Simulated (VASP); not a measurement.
# TiO2 (I4_1/amd) in VASP: further runs

Runs on TiO2. Level: PBE+U. Tasks: single point.

Program: VASP 6.6.1. These are calculated values, not measurements. Logs are shortened: lines on timing, memory, paths and dates and some standing lists are left out, and cuts for length are marked.

## (1) The cell of the first run

It takes space group I4_1/amd (No. 141, tetragonal). Conventional cell: a = 4.113 Å, b = 4.113 Å, c = 8.425 Å, α = 90.00°, β = 90.00°, γ = 90.00°. Within 2.3 Å of Ti (site symmetry -4m2) lie 6 O at 1.73 to 2.09 Å. O (site symmetry 2mm) has 3 Ti at 1.73 to 2.09 Å within 2.3 Å.

## (2) Single point, PBE+U

File INCAR:

```
SYSTEM = TiO2
PREC = Accurate
ENCUT = 520
EDIFF = 1E-7
ISMEAR = 0
SIGMA = 0.05
LREAL = .FALSE.
LASPH = .TRUE.
NELM = 150
ALGO = Normal
ISIF = 2
LWAVE = .FALSE.
LCHARG = .TRUE.
LMAXMIX = 4
LDAU = .TRUE.
LDAUTYPE = 2
LDAUL = 2 -1
LDAUU = 4 0
LDAUJ = 0 0
LDAUPRINT = 1
GGA = PE
LELF = .TRUE.
LVHAR = .TRUE.
NBANDS = 33
```

File KPOINTS:

```
Automatic mesh
0
G
  10 10 10
  0 0 0
```

File POSCAR:

```
TiO2
1.0
   -2.0563382847      2.0563382847      4.2126620312
    2.0563382847     -2.0563382847      4.2126620312
    2.0563382847      2.0563382847     -4.2126620312
Ti O
2 4
Direct
    0.0000000000      0.0000000000      0.0000000000
    0.7500000000      0.2500000000      0.5000000000
    0.2052765759      0.2052765759      0.0000000000
    0.9552765759      0.4552765759      0.5000000000
    0.5447234241      0.0447234241      0.5000000000
    0.7947234241      0.7947234241      0.0000000000
```

Potentials or basis: VASP PAW PBE potentials, release 64 (Ti_sv, O).

On the command line:

```console
$ cat potpaw_PBE.64/Ti_sv/POTCAR potpaw_PBE.64/O/POTCAR > POTCAR
$ mpirun -np 1 vasp_std > vasp.out
```

OUTCAR:

```text
SYSTEM = TiO2
   PREC = Accurate
   ENCUT = 520
   EDIFF = 1E-7
   ISMEAR = 0
   LREAL = .FALSE.
   LASPH = .TRUE.
   NELM = 150
   ISIF = 2
   GGA = PE

 ion  position               nearest neighbor table
   1  0.000  0.000  0.000-   3 1.73   6 1.73   4 2.09   5 2.09   5 2.09   4 2.09
   2  0.750  0.250  0.500-   4 1.73   5 1.73   6 2.09   3 2.09   6 2.09   3 2.09
   3  0.205  0.205  0.000-   1 1.73   2 2.09   2 2.09
   4  0.955  0.455  0.500-   2 1.73   1 2.09   1 2.09
   5  0.545  0.045  0.500-   2 1.73   1 2.09   1 2.09
   6  0.795  0.795  0.000-   1 1.73   2 2.09   2 2.09

  LATTYP: Found a body centered tetragonal cell.
 ALAT       =     4.1126765694
 C/A-ratio  =     2.0486230610

  Lattice vectors:

 A1 = (  -2.0563382847,   2.0563382847,   4.2126620312)
 A2 = (   2.0563382847,  -2.0563382847,   4.2126620312)
 A3 = (   2.0563382847,   2.0563382847,  -4.2126620312)

Analysis of symmetry for initial positions (statically):
=====================================================================
 Subroutine PRICEL returns:
 Original cell was already a primitive cell.

 Routine SETGRP: Setting up the symmetry group for a
 body centered tetragonal supercell.

 Subroutine GETGRP returns: Found 16 space group operations
 (whereof  8 operations were pure point group operations)
 out of a pool of 16 trial point group operations.

The static configuration has the point symmetry D_2d.
 The point group associated with its full space group is D_4h.

Analysis of symmetry for dynamics (positions and initial velocities):
=====================================================================
 Subroutine PRICEL returns:
 Original cell was already a primitive cell.

 Routine SETGRP: Setting up the symmetry group for a
 body centered tetragonal supercell.

 Subroutine GETGRP returns: Found 16 space group operations
 (whereof  8 operations were pure point group operations)
 out of a pool of 16 trial point group operations.

The dynamic configuration has the point symmetry D_2d.
 The point group associated with its full space group is D_4h.

 Subroutine INISYM returns: Found 16 space group operations
 (whereof  8 operations are pure point group operations),
 and found     1 'primitive' translations

----------------------------------------------------------------------------------------

                                     Primitive cell

  volume of cell :      71.2534

  direct lattice vectors                    reciprocal lattice vectors
    -2.056338285  2.056338285  4.212662031     0.000000000  0.243150655  0.118689797
     2.056338285 -2.056338285  4.212662031     0.243150655  0.000000000  0.118689797
     2.056338285  2.056338285 -4.212662031     0.243150655  0.243150655  0.000000000

  length of vectors
     5.118942828  5.118942828  5.118942828     0.270572557  0.270572557  0.343866953

  position of ions in fractional coordinates (direct lattice)
     0.000000000  0.000000000  0.000000000
     0.750000000  0.250000000  0.500000000
     0.205276576  0.205276576  0.000000000
     0.955276576  0.455276576  0.500000000
     0.544723424  0.044723424  0.500000000
     0.794723424  0.794723424  0.000000000

  ion indices of the primitive-cell ions
   primitive index   ion index
                 1           1
                 2           2
[... 104 lines left out ...]
   J (eV)           for each species LDAUJ =   0.0  0.0
   GGA     = PE    functional components
   LHFCALC =     F    Hartree Fock is set to
   AEXX    =    0.0000 exact exchange contribution
   IVDW    =     0    specifies the selected vdW correction
   LEPSILON=     F    determine dielectric tensor
   LRPA    =     F    only Hartree local field effects (RPA)
 non-spin polarized calculation
 Gauss-broadening in eV      SIGMA  =   0.05
  energy-cutoff  :      520.00
  volume of cell :       71.25
 maximum number of plane-waves:      1941
 NGX is ok and might be reduce to    40

atom =   1  type =  1  l = 2

 onsite density matrix

spin component  1

  0.0593 -0.0000 -0.0000  0.0000 -0.0000
 -0.0000  0.1427  0.0000 -0.0000 -0.0000
 -0.0000  0.0000  0.3713 -0.0000 -0.0000
  0.0000 -0.0000 -0.0000  0.1427 -0.0000
 -0.0000 -0.0000 -0.0000 -0.0000  0.1695

spin component  2

  0.0593 -0.0000 -0.0000  0.0000 -0.0000
 -0.0000  0.1427  0.0000 -0.0000 -0.0000
 -0.0000  0.0000  0.3713 -0.0000 -0.0000
  0.0000 -0.0000 -0.0000  0.1427 -0.0000
 -0.0000 -0.0000 -0.0000 -0.0000  0.1695

 occupancies and eigenvectors

  o =  0.0593  v =  1.0000  0.0000  0.0000  0.0000  0.0000  0.0000  0.0000  0.0000  0.0000  0.0000      0.0000  0.0000  0.0000  0.0000  0.0000  0.0000  0.0000  0.0000  0.0000  0.0000
  o =  0.0593  v =  0.0000  0.0000  0.0000  0.0000  0.0000  1.0000  0.0000  0.0000  0.0000  0.0000      0.0000  0.0000  0.0000  0.0000  0.0000  0.0000  0.0000  0.0000  0.0000  0.0000
  o =  0.1427  v =  0.0000  0.6631 -0.0000  0.7485  0.0000  0.0000  0.0000  0.0000  0.0000  0.0000      0.0000  0.0000  0.0000  0.0000  0.0000  0.0000  0.0000  0.0000  0.0000  0.0000
  o =  0.1427  v =  0.0000  0.0000  0.0000  0.0000  0.0000  0.0000  0.6631 -0.0000  0.7485  0.0000      0.0000  0.0000  0.0000  0.0000  0.0000  0.0000  0.0000  0.0000  0.0000  0.0000
  o =  0.1427  v =  0.0000  0.7485 -0.0000 -0.6631 -0.0000  0.0000  0.0000  0.0000  0.0000  0.0000      0.0000  0.0000  0.0000  0.0000  0.0000  0.0000  0.0000  0.0000  0.0000  0.0000
  o =  0.1427  v =  0.0000  0.0000  0.0000  0.0000  0.0000  0.0000  0.7485 -0.0000 -0.6631 -0.0000      0.0000  0.0000  0.0000  0.0000  0.0000  0.0000  0.0000  0.0000  0.0000  0.0000
  o =  0.1695  v =  0.0000 -0.0000  0.0000 -0.0000  1.0000  0.0000  0.0000  0.0000  0.0000  0.0000      0.0000  0.0000  0.0000  0.0000  0.0000  0.0000  0.0000  0.0000  0.0000  0.0000
  o =  0.1695  v =  0.0000  0.0000  0.0000  0.0000  0.0000  0.0000 -0.0000  0.0000 -0.0000  1.0000      0.0000  0.0000  0.0000  0.0000  0.0000  0.0000  0.0000  0.0000  0.0000  0.0000
  o =  0.3713  v =  0.0000  0.0000  0.0000  0.0000  0.0000  0.0000 -0.0000 -1.0000 -0.0000  0.0000      0.0000  0.0000  0.0000  0.0000  0.0000  0.0000  0.0000  0.0000  0.0000  0.0000
  o =  0.3713  v =  0.0000 -0.0000 -1.0000 -0.0000  0.0000  0.0000  0.0000  0.0000  0.0000  0.0000      0.0000  0.0000  0.0000  0.0000  0.0000  0.0000  0.0000  0.0000  0.0000  0.0000

atom =   2  type =  1  l = 2

 onsite density matrix

spin component  1

  0.0593 -0.0000  0.0000 -0.0000 -0.0000
 -0.0000  0.1427  0.0000 -0.0000 -0.0000
  0.0000  0.0000  0.3713 -0.0000  0.0000
 -0.0000 -0.0000 -0.0000  0.1427 -0.0000
 -0.0000 -0.0000  0.0000 -0.0000  0.1695

spin component  2

  0.0593 -0.0000  0.0000 -0.0000 -0.0000
 -0.0000  0.1427  0.0000 -0.0000 -0.0000
  0.0000  0.0000  0.3713 -0.0000  0.0000
 -0.0000 -0.0000 -0.0000  0.1427 -0.0000
 -0.0000 -0.0000  0.0000 -0.0000  0.1695

 occupancies and eigenvectors

  o =  0.0593  v =  1.0000  0.0000  0.0000  0.0000  0.0000  0.0000  0.0000  0.0000  0.0000  0.0000      0.0000  0.0000  0.0000  0.0000  0.0000  0.0000  0.0000  0.0000  0.0000  0.0000
  o =  0.0593  v =  0.0000  0.0000  0.0000  0.0000  0.0000  1.0000  0.0000  0.0000  0.0000  0.0000      0.0000  0.0000  0.0000  0.0000  0.0000  0.0000  0.0000  0.0000  0.0000  0.0000
  o =  0.1427  v =  0.0000  0.9114 -0.0000 -0.4115  0.0000  0.0000  0.0000  0.0000  0.0000  0.0000      0.0000  0.0000  0.0000  0.0000  0.0000  0.0000  0.0000  0.0000  0.0000  0.0000
  o =  0.1427  v =  0.0000  0.0000  0.0000  0.0000  0.0000  0.0000  0.9114 -0.0000 -0.4115  0.0000      0.0000  0.0000  0.0000  0.0000  0.0000  0.0000  0.0000  0.0000  0.0000  0.0000
  o =  0.1427  v =  0.0000 -0.4115  0.0000 -0.9114  0.0000  0.0000  0.0000  0.0000  0.0000  0.0000      0.0000  0.0000  0.0000  0.0000  0.0000  0.0000  0.0000  0.0000  0.0000  0.0000
  o =  0.1427  v =  0.0000  0.0000  0.0000  0.0000  0.0000  0.0000 -0.4115  0.0000 -0.9114  0.0000      0.0000  0.0000  0.0000  0.0000  0.0000  0.0000  0.0000  0.0000  0.0000  0.0000
  o =  0.1695  v =  0.0000 -0.0000 -0.0000  0.0000  1.0000  0.0000  0.0000  0.0000  0.0000  0.0000      0.0000  0.0000  0.0000  0.0000  0.0000  0.0000  0.0000  0.0000  0.0000  0.0000
  o =  0.1695  v =  0.0000  0.0000  0.0000  0.0000  0.0000  0.0000 -0.0000 -0.0000  0.0000  1.0000      0.0000  0.0000  0.0000  0.0000  0.0000  0.0000  0.0000  0.0000  0.0000  0.0000
  o =  0.3713  v =  0.0000  0.0000  0.0000  0.0000  0.0000  0.0000 -0.0000  1.0000 -0.0000  0.0000      0.0000  0.0000  0.0000  0.0000  0.0000  0.0000  0.0000  0.0000  0.0000  0.0000
  o =  0.3713  v =  0.0000 -0.0000  1.0000 -0.0000  0.0000  0.0000  0.0000  0.0000  0.0000  0.0000      0.0000  0.0000  0.0000  0.0000  0.0000  0.0000  0.0000  0.0000  0.0000  0.0000

 number of electron      47.9999999 magnetization

 Free energy of the ion-electron system (eV)
  ---------------------------------------------------
  ext. energy  EPLUGINS =         0.00000000
  ---------------------------------------------------
  free energy    TOTEN  =       -45.91187114 eV

  energy without entropy =      -45.91187114  energy(sigma->0) =      -45.91187114

 E-fermi :   3.3499     XC(G=0): -10.4347

 val. band max:        2.9889532084   @ k =  -0.1000   0.1000   0.0000
 cond. band min:       5.6335301262   @ k =   0.0000   0.0000   0.0000
 fundamental gap:      2.6445769178
 Fermi energy:         3.3499355844

 k-point     1 :       0.0000    0.0000    0.0000
  band No.  band energies     occupation
      1     -54.0697      2.00000
      2     -53.9827      2.00000
      3     -30.7142      2.00000
      4     -30.2991      2.00000
      5     -30.2991      2.00000
      6     -30.2924      2.00000
[... 853 lines left out ...]
     32       9.6460      0.00000
     33      10.5647      0.00000

 [... further k-points ...]
[... 5 lines left out ...]
  --------------------------------------------------------------------------------------
  -------------------------------------------------------------------------------------
  Total       -2.6020365     -2.6020365     39.3389439      0.0000000      0.0000000      0.0000000
  in kB      -58.5084027    -58.5084027    884.5605099      0.0000000      0.0000000      0.0000000
  external PRESSURE =     255.8479015 kB  Pullay stress =       0.0000000 kB

 VOLUME and BASIS-vectors are now :
 -----------------------------------------------------------------------------
  energy-cutoff  :      520.00
  volume of cell :       71.25
      direct lattice vectors                 reciprocal lattice vectors
    -2.056338285  2.056338285  4.212662031     0.000000000  0.243150655  0.118689797
     2.056338285 -2.056338285  4.212662031     0.243150655  0.000000000  0.118689797
     2.056338285  2.056338285 -4.212662031     0.243150655  0.243150655  0.000000000

 POSITION                                       TOTAL-FORCE (eV/Angst)
 -----------------------------------------------------------------------------------
      0.00000      0.00000      0.00000         0.000000      0.000000     -0.000000
      0.00000      2.05634      2.10633         0.000000      0.000000     -0.000000
      0.00000      0.00000      1.72952         0.000000     -0.000000      5.594251
      0.00000      2.05634      3.83585        -0.000000      0.000000      5.594251
      0.00000      2.05634      0.37681        -0.000000      0.000000     -5.594251
      0.00000      0.00000      6.69580         0.000000     -0.000000     -5.594251
 -----------------------------------------------------------------------------------
    total drift:                               -0.000000      0.000000     -0.000000

  FREE ENERGIE OF THE ION-ELECTRON SYSTEM (eV)
  ---------------------------------------------------
  free  energy   TOTEN  =       -45.9118711389 eV

  energy  without entropy=      -45.9118711389  energy(sigma->0) =      -45.91187114
```

It took 7.7 min on 1 thread of Intel Xeon Platinum 8259CL at 2.50GHz (Skylake/Cascade Lake), shared host; peak memory 0.35 GiB.

What came out:

- Free energy: -45.9119 eV
- Pressure: 25.6 GPa
- Largest force: 5.594 eV/Å
- Band gap on the k mesh: 2.64 eV, indirect (least direct gap 2.66 eV)

Forces in eV/Å, atoms in the order of the input:
```
Ti   0.000  0.000  0.000
Ti   0.000  0.000  0.000
O    0.000  0.000  5.594
O    0.000  0.000  5.594
O    0.000  0.000 -5.594
O    0.000  0.000 -5.594
```

Stress tensor (GPa, compression positive):
```
-5.85  0.00  0.00
 0.00 -5.85  0.00
 0.00  0.00 88.46
```

Eigenvalues of the final occupation matrices:
| site | spin | trace | eigenvalues |
| --- | --- | --- | --- |
| site 1 d | 1 | 0.89 | 0.06 0.14 0.14 0.17 0.37 |
| site 1 d | 2 | 0.89 | 0.06 0.14 0.14 0.17 0.37 |
| site 2 d | 1 | 0.89 | 0.06 0.14 0.14 0.17 0.37 |
| site 2 d | 2 | 0.89 | 0.06 0.14 0.14 0.17 0.37 |

Caveat: forces of over 1 eV/Å act on the atoms, so gaps and moduli don't describe the material at rest. A k mesh can miss the band edges.

## (3) Single point, PBE+U

This run uses another cell than the first one, of the same volume but with other edges.

File INCAR:

```
PREC = Accurate ; ENCUT = 520
EDIFF = 1E-6 ; ISMEAR = 0
SIGMA = 0.05 ; LREAL = F
LASPH = T ; NELM = 150
ALGO = Normal ; ISIF = 2
LWAVE = F ; LCHARG = F
LMAXMIX = 4 ; LDAU = T
LDAUTYPE = 2 ; LDAUL = 2 -1
LDAUU = 4 0 ; LDAUJ = 0 0
LDAUPRINT = 1 ; GGA = PE
NBANDS = 33
```

File KPOINTS:

```
regular mesh
0
Gamma
  10 10 10
```

Edit POSCAR of step 2 so:

```diff
@@ -2,5 +2,5 @@
 1.0
-   -2.0563382847      2.0563382847      4.2126620312
-    2.0563382847     -2.0563382847      4.2126620312
-    2.0563382847      2.0563382847     -4.2126620312
+   -1.7490817411      1.7490817411      5.8227149341
+    1.7490817411     -1.7490817411      5.8227149341
+    1.7490817411      1.7490817411     -5.8227149341
 Ti O
```

Potentials or basis: VASP PAW PBE potentials, release 64 (Ti_sv, O).

On the command line:

```console
$ cat potpaw_PBE.64/Ti_sv/POTCAR potpaw_PBE.64/O/POTCAR > POTCAR
$ mpirun -np 1 vasp_std > vasp.out
```

Wall time 6.9 min (1 thread of Intel Xeon Platinum 8259CL at 2.50GHz (Skylake/Cascade Lake), shared host); peak memory 0.44 GiB.

Results (log left out):

```yaml
Free_energy: -46.6245 eV
Pressure: 20.9 GPa
Largest_force: 1.943 eV/Å
Band_gap_on_the_k_mesh: 3.02 eV, indirect (least direct gap 3.04 eV)
```

Forces on the atoms (eV/Å):
```
Ti   0.000  0.000  0.000
Ti   0.000  0.000  0.000
O    0.000  0.000 -1.943
O    0.000  0.000 -1.943
O    0.000  0.000  1.943
O    0.000  0.000  1.943
```

Stress tensor (GPa, compression positive):
```
33.92  0.00  0.00
 0.00 33.92  0.00
 0.00  0.00 -5.17
```

Levels at points of the mesh, in eV from the valence-band top:
```tsv
k point	band 20	band 21	band 22	band 23	band 24	band 25	band 26	band 27	band 28	band 29
(0.00, 0.00, 0.00)	-1.63	-1.41	-1.41	-0.68	-0.68	3.12	3.35	4.27	5.00	5.40
(0.50, 0.00, 0.00)	-1.99	-1.77	-1.58	-1.01	-0.93	3.75	3.85	4.67	4.76	4.79
(0.50, 0.50, 0.00)	-2.19	-2.16	-2.16	-0.12	-0.12	3.28	3.28	3.93	3.93	4.98
(0.50, 0.50, 0.50)	-1.64	-1.49	-1.49	-0.63	-0.63	3.23	3.23	4.84	4.84	5.29
```

Eigenvalues of the final occupation matrices:
| site | spin | trace | eigenvalues |
| --- | --- | --- | --- |
| site 1 d | 1 | 0.88 | 0.14 0.14 0.14 0.15 0.31 |
| site 1 d | 2 | 0.88 | 0.14 0.14 0.14 0.15 0.31 |
| site 2 d | 1 | 0.88 | 0.14 0.14 0.14 0.15 0.31 |
| site 2 d | 2 | 0.88 | 0.14 0.14 0.14 0.15 0.31 |

Caveat: forces of over 1 eV/Å act on the atoms, so gaps and moduli don't describe the material at rest. A k mesh can miss the band edges.
